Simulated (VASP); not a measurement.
Write the native input for VASP 6.6.1 that does the following.

| Quantity | Value |
| --- | --- |
| Task | single point |
| Functional | r2SCAN |
| Potentials or basis | VASP PAW PBE potentials, release 64 (Pb_d, S) |
| Cutoff | 520 eV |
| k mesh | 4 × 4 × 4 |
| Occupations | gaussian, width 0.01 eV |
| Spin | no spin polarisation |
| Dipole correction | no |
| Further INCAR settings | ALGO = Normal; EDIFF = 1e-07; NBANDS = 28 |

The system is PbS.

```
Pb S
1.0
     2.06375   -5.86928    0.00000
     2.06375    5.86928    0.00000
     0.00000    0.00000    4.26044
Pb S
2 2
Direct
  0.87228 0.12772 0.75000
  0.12772 0.87228 0.25000
  0.64368 0.35632 0.75000
  0.35632 0.64368 0.25000
```

These files were run (other wordings do the same):

POSCAR

```
PbS
1.0
    2.0637484134     -5.8692756837      0.0000000000
    2.0637484134      5.8692756837      0.0000000000
    0.0000000000      0.0000000000      4.2604423684
Pb S
2 2
Direct
    0.8722772593      0.1277227407      0.7500000000
    0.1277227407      0.8722772593      0.2500000000
    0.6436799881      0.3563200119      0.7500000000
    0.3563200119      0.6436799881      0.2500000000
```

INCAR.step1

```
PREC = Accurate
ENCUT = 520
ISMEAR = 0
SIGMA = 0.01
LREAL = F
LASPH = T
NELM = 60
NBANDS = 28
GGA = PE
ALGO = Normal
EDIFF = 1E-4
LWAVE = T
LCHARG = F
```

INCAR.step2

```
PREC = Accurate
ENCUT = 520
EDIFF = 1E-7
ISMEAR = 0
SIGMA = 0.01
LREAL = F
LASPH = T
NELM = 60
ALGO = Normal
ISIF = 2
LWAVE = F
LCHARG = F
METAGGA = R2SCAN
LMIXTAU = T
NBANDS = 28
ISTART = 1
```

KPOINTS

```
Automatic mesh
0
Gamma
  4 4 4
```

Potentials or basis: VASP PAW PBE potentials, release 64 (Pb_d, S).

Command:

```sh
$ cat potpaw_PBE.64/Pb_d/POTCAR potpaw_PBE.64/S/POTCAR > POTCAR
$ cp INCAR.step1 INCAR
$ mpirun -np 1 vasp_std > vasp.out
$ cp INCAR.step2 INCAR
$ mpirun -np 1 vasp_std > vasp.out
```

Results of the run:

```json
{
  "Pressure": "1.0 GPa",
  "Largest force": "0.039 eV/Å",
  "Band gap on the k mesh": "1.52 eV, indirect (least direct gap 1.95 eV)"
}
```

Caveat: the PAW data sets were made with another functional, which shifts forces and pressure a little; spin-orbit coupling is left out, which moves the levels of the heavy elements.

Run time: 2.8 min on 1 thread of Intel(R) Xeon(R) Platinum 8488C (Sapphire Rapids), on a shared host, peak memory 0.3 GiB.
